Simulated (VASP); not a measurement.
Wanted: the native input for a VASP 6.6.1 run.

```
Task                   : single point
Functional             : PBE
Potentials or basis    : VASP PAW PBE potentials, release 64 (Ir)
Cutoff                 : 520 eV
k mesh                 : 24 × 24 × 24
Occupations            : gaussian, width 0.15 eV
Spin                   : no spin polarisation
Dipole correction      : no
Further INCAR settings : ALGO = Normal; EDIFF = 1e-06; NBANDS = 10
```

The structure of Ir lies in POSCAR:

```
Ir
1.0
    0.0000000000      1.9197000000      1.9197000000
    1.9197000000      0.0000000000      1.9197000000
    1.9197000000      1.9197000000      0.0000000000
Ir
1
Direct
    0.0000000000      0.0000000000      0.0000000000
```

One way to write it, as run:

INCAR

```
SYSTEM = Ir
ALGO     = Normal         ! electronic algorithm
EDIFF    = 1E-6           ! SCF threshold, eV
ENCUT    = 520            ! plane-wave cutoff, eV
GGA      = PE             ! functional
ISIF     = 2              ! what is computed and relaxed
ISMEAR   = 0              ! smearing method
LASPH    = .TRUE.         ! aspherical terms in the spheres
LCHARG   = .FALSE.        ! write CHGCAR
LREAL    = .FALSE.        ! projectors in reciprocal space
LWAVE    = .FALSE.        ! write WAVECAR
NBANDS   = 10             ! bands
NELM     = 80             ! most SCF steps
PREC     = Accurate       ! precision mode
SIGMA    = 0.15           ! smearing width, eV
```

KPOINTS

```
k-points
0
G
  24 24 24
  0 0 0
```

Potentials or basis: VASP PAW PBE potentials, release 64 (Ir).

Run with:

```bash
$ cat potpaw_PBE.64/Ir/POTCAR > POTCAR
$ mpirun -np 1 vasp_std > vasp.out
```

It gave:

```json
{
 "Pressure": "9.7 GPa"
}
```

Run time: 79 s on 1 thread of AMD EPYC 7571 (shared host), peak memory 0.14 GiB.
